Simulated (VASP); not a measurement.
A run of VASP 6.6.1:

Contents of INCAR:

```
PREC = Accurate ; ENCUT = 520
EDIFF = 1E-6 ; ISMEAR = 0
SIGMA = 0.1 ; LREAL = F
LASPH = T ; NELM = 60
ALGO = Normal ; ISIF = 2
LWAVE = F ; LCHARG = F
GGA = PE ; NBANDS = 20
```

Contents of KPOINTS:

```
regular mesh
0
Gamma
  6 6 4
```

POSCAR

```
Li5Os
1.0
    5.1444245801     -0.0000000046      0.0000000000
   -2.5722122860      4.4552023765      0.0000000000
    0.0000000000      0.0000000000      8.5551237835
Li Os
5 1
Direct
    0.3333302688      0.1666643486      0.5000000000
    0.8333356514      0.1666659202      0.5000000000
    0.8333340798      0.6666697312      0.5000000000
    0.3333333333      0.6666666667      0.2238281994
    0.3333333333      0.6666666667      0.7761718006
    0.3333333333      0.6666666667      0.5000000000
```

Potentials or basis: VASP PAW PBE potentials, release 64 (Li_sv, Os).

Launch:

```sh
$ cat potpaw_PBE.64/Li_sv/POTCAR potpaw_PBE.64/Os/POTCAR > POTCAR
$ mpirun -np 1 vasp_std > vasp.out
```

Hardware: 1 thread of Intel(R) Xeon(R) Platinum 8259CL CPU @ 2.50GHz (Skylake/Cascade Lake), on a shared host.

Question: Estimate the wall time of this run.

Answer: Wall time 2.1 min on 1 thread of Intel(R) Xeon(R) Platinum 8259CL CPU @ 2.50GHz (Skylake/Cascade Lake), on a shared host, peak memory 0.33 GiB. Counts: scf iterations 19, k points 21.
